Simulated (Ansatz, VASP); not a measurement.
## C in VASP and in Ansatz

POSCAR

```
C
1.0
    3.5602834153      0.0000000000      0.0000000000
    0.0000000000     -3.5602834153      0.0000000000
    0.0000000000      0.0000000000     -3.5602834153
C
8
Direct
    0.5000000000      0.0000000000      0.0280876516
    0.0000000000      0.5000000000      0.0000000000
    0.0000000000      0.0000000000      0.5000000000
    0.5000000000      0.5000000000      0.5000000000
    0.7500000000      0.7500000000      0.7500000000
    0.2500000000      0.2500000000      0.7500000000
    0.2500000000      0.7500000000      0.2500000000
    0.7500000000      0.2500000000      0.2500000000
```

File INCAR.step1:

```
SYSTEM = C
ALGO = Normal
EDIFF = 1E-5
ENCUT = 910
GGA = PE
GGA_COMPAT = .FALSE.
ISMEAR = 0
LASPH = .TRUE.
LCHARG = .FALSE.
LREAL = .FALSE.
LWAVE = .TRUE.
NBANDS = 26
NELM = 120
PREC = Accurate
SIGMA = 0.05
```

INCAR.step2

```
SYSTEM = C
ALGO = Normal
EDIFF = 1E-6
ENCUT = 910
GGA_COMPAT = .FALSE.
ISIF = 2
ISMEAR = 0
ISTART = 1
LASPH = .TRUE.
LCHARG = .TRUE.
LELF = .TRUE.
LMIXTAU = .TRUE.
LREAL = .FALSE.
LVHAR = .TRUE.
LWAVE = .FALSE.
METAGGA = R2SCAN
NBANDS = 26
NELM = 120
PREC = Accurate
SIGMA = 0.05
```

Contents of KPOINTS:

```
k-points
0
G
  6 6 6
  0 0 0
```

Input for Ansatz:

```yaml
crystal:
  lattice:
    - [3.5602834153, 0.0, 0.0]
    - [0.0, -3.5602834153, 0.0]
    - [0.0, 0.0, -3.5602834153]
  atoms:
    - { symbol: C, position: [0.5, 0.0, 0.0280876516] }
    - { symbol: C, position: [0.0, 0.5, 0.0] }
    - { symbol: C, position: [0.0, 0.0, 0.5] }
    - { symbol: C, position: [0.5, 0.5, 0.5] }
    - { symbol: C, position: [0.75, 0.75, 0.75] }
    - { symbol: C, position: [0.25, 0.25, 0.75] }
    - { symbol: C, position: [0.25, 0.75, 0.25] }
    - { symbol: C, position: [0.75, 0.25, 0.25] }
basis:
  ecutwfc: 500
kpoints:
  mp_grid: { grid: [6, 6, 6] }
hamiltonian:
  xc: r2scan
scf:
  occupations: { method: gaussian, width: 0.05 }
output:
  forces: true
  stress: true
  eigenvalues: true
```

Alike in both runs: task single point; functional r2SCAN; k mesh 6 × 6 × 6; occupations gaussian, width 0.05 eV; no spin polarisation.

```csv
,VASP,Ansatz
version,VASP 6.6.1,Ansatz 0.2.0
potentials or method,"VASP PAW PBE potentials, release 64 (C_h), cutoff 910 eV","scalar-relativistic, plane waves, PAW"
valence electrons in the cell,32,32
```

|  | VASP | Ansatz | Ansatz less VASP |
| --- | --- | --- | --- |
| gap on the k mesh at the Fermi level (eV) | 3.92 | 3.92 | -0.002 |
| least direct gap on the mesh (eV) | 4.08 | 4.08 | -0.003 |
| rms of the force components (eV/Å) | 1.053 | 1.054 | +0.0017 |

VASP's potentials were made for PBE, not for r2SCAN. Atom by atom the forces differ by 0.002 eV/Å (rms over components).

Noted on VASP's run: the cutoff is short for stress, so the pressure is rough.
